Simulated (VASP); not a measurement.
Runs of VASP 6.6.1 on TiBe2H6. The structure is that of space group Fm-3m (No. 225), or close to it. The cells are those of the table. 

```csv
task,spin,cell,k mesh,cutoff (eV),gap on the mesh (eV),pressure (GPa)
relaxation of cell and atoms,off,"relaxed from a = 5.345 Å, angles 60.0°, 9 atoms",4 × 4 × 4,600,none,-0.3
single point,off,"a = 4.369 Å, angles 60.0°, 9 atoms",4 × 4 × 4,520,none,-0.4
single point,collinear,"a = 4.369 Å, angles 60.0°, 9 atoms",6 × 6 × 6,520,none,-0.1
single point,off,"a = 5.345 Å, angles 60.0°, 9 atoms",4 × 4 × 4,520,none,(a)
```

Alike in all rows: level PBE; potentials or basis VASP PAW PBE potentials, release 64 (Ti_sv, Be, H); smearing gaussian 0.1 eV.

Problem. Estimate the missing entries.

Solution. (a) -19.5.

Caveats: some runs use coarse meshes; the cell stands under tension (at least some runs).

A gap of «none» marks levels without a gap at the run's occupations.
